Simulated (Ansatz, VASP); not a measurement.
**One calculation of GaN, two programs**

File POSCAR:

```
GaN
1.0
    3.2218469041      0.0000000000      0.0000000000
   -1.6109234521      2.7902012661      0.0000000000
    0.0000000000      0.0000000000      5.2339814801
Ga N
2 2
Direct
    0.6666666667      0.3333333333      0.5000000000
    0.3333333333      0.6666666667      0.0000000000
    0.6666666667      0.3333333333      0.8750000000
    0.3333333333      0.6666666667      0.3750000000
```

INCAR.step1

```
PREC = Accurate
ENCUT = 910
ISMEAR = -1
SIGMA = 0.05
LREAL = F
LASPH = T
NELM = 120
NBANDS = 26
GGA = PE
ALGO = Normal
EDIFF = 1E-5
LWAVE = T
LCHARG = F
GGA_COMPAT = F
```

INCAR.step2

```
PREC = Accurate
ENCUT = 910
EDIFF = 1E-6
ISMEAR = -1
SIGMA = 0.05
LREAL = F
LASPH = T
NELM = 120
ALGO = Normal
ISIF = 2
LWAVE = F
LCHARG = F
METAGGA = R2SCAN
LMIXTAU = T
LUSE_VDW = T
IVDW_NL = 2
BPARAM = 11.95
CPARAM = 0.0093
NBANDS = 26
ISTART = 1
GGA_COMPAT = F
```

KPOINTS

```
Automatic mesh
0
Gamma
  10 10 5
```

input.yaml

```yaml
crystal:
  lattice:
    - [3.2218469041, 0.0, 0.0]
    - [-1.6109234521, 2.7902012661, 0.0]
    - [0.0, 0.0, 5.2339814801]
  atoms:
    - { symbol: Ga, position: [0.6666666667, 0.3333333333, 0.5] }
    - { symbol: Ga, position: [0.3333333333, 0.6666666667, 0.0] }
    - { symbol: "N", position: [0.6666666667, 0.3333333333, 0.875] }
    - { symbol: "N", position: [0.3333333333, 0.6666666667, 0.375] }
hamiltonian:
  xc: r2scan
  pseudopotentials: { kind: paw }
  dispersion: rvv10
kpoints:
  mp_grid: { grid: [10, 10, 5] }
scf:
  occupations: { method: fermi_dirac, width: 0.05 }
output:
  forces: true
  stress: true
  eigenvalues: true
  write_density: true
  write_potential: true
  elf: true
  volumetric_format: npy
```

Alike in both runs: task single point; functional r2SCAN; dispersion rVV10; k mesh 10 × 10 × 5; occupations fermi-dirac, width 0.05 eV; no spin polarisation.

|  | VASP | Ansatz |
| --- | --- | --- |
| version | VASP 6.6.1 | Ansatz 0.2.0 |
| potentials or method | VASP PAW PBE potentials, release 64 (Ga_d, N_h) | Ansatz PAW |
| plane-wave cutoff (eV) | 910 | 500 |
| valence electrons in the cell | 36 | 36 |

VASP gave:

| Quantity | Value |
| --- | --- |
| gap on the k mesh at the Fermi level (eV) | 2.06 |
| least direct gap on the mesh (eV) | 2.06 |
| rms of the force components (eV/Å) | 0.075 |

Q: What did Ansatz give for the same quantities?

A: gap on the k mesh at the Fermi level (eV): 2.07; least direct gap on the mesh (eV): 2.07; rms of the force components (eV/Å): 0.074.

VASP's potentials were made for PBE, not for r2SCAN. Atom by atom the forces differ by 0.000 eV/Å (rms over components).

Noted on VASP's run: the cutoff is short for stress, so the pressure is rough. Noted on Ansatz's run: odd divisions of the mesh miss points on the zone boundary, where band edges often lie, so the gap on the mesh can be too wide.
